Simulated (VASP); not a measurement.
The system is HfC.

```
Hf C
1.0
     0.00000    2.34040    2.34040
     2.34040    0.00000    2.34040
     2.34040    2.34040    0.00000
Hf C
1 1
Direct
  0.50000 0.50000 0.50000
  0.00000 0.00000 0.00000
```

Program: VASP 6.6.1. Alike in all runs: task single point; cell as given; k mesh 10 × 10 × 10; cutoff (eV) 520.

Question: Order these runs on this cell by their pressure, lowest first.
A. level PBE; potentials or basis VASP PAW PBE potentials, release 64 (Hf_pv, C); spin off; smearing fermi-dirac 0.05 eV
B. level LDA; potentials or basis VASP PAW LDA potentials, release 64 (Hf_pv, C); spin off; smearing fermi-dirac 0.05 eV
C. level RPBE+D3(BJ); potentials or basis VASP PAW PBE potentials, release 64 (Hf_pv, C); spin collinear, ferromagnetic start; fixed moment (μB) 1.0; smearing fermi-dirac 0.1 eV
D. level PBE; potentials or basis VASP PAW PBE potentials, release 64 (Hf_pv, C); spin collinear, ferromagnetic start; fixed moment (μB) 1.0; smearing gaussian 0.1 eV
E. level r2SCAN; potentials or basis VASP PAW PBE potentials, release 64 (Hf_pv, C); spin off; smearing fermi-dirac 0.05 eV

Answer: C (-27.3 GPa), B (-15.7 GPa), E (-7.1 GPa), A (-4.9 GPa), D (-0.6 GPa).

Caveats: the total moment is fixed, so each spin has its own Fermi level (some runs); the PAW data sets were made with another functional, which shifts forces and pressure a little (some runs); three body term missing (some runs).
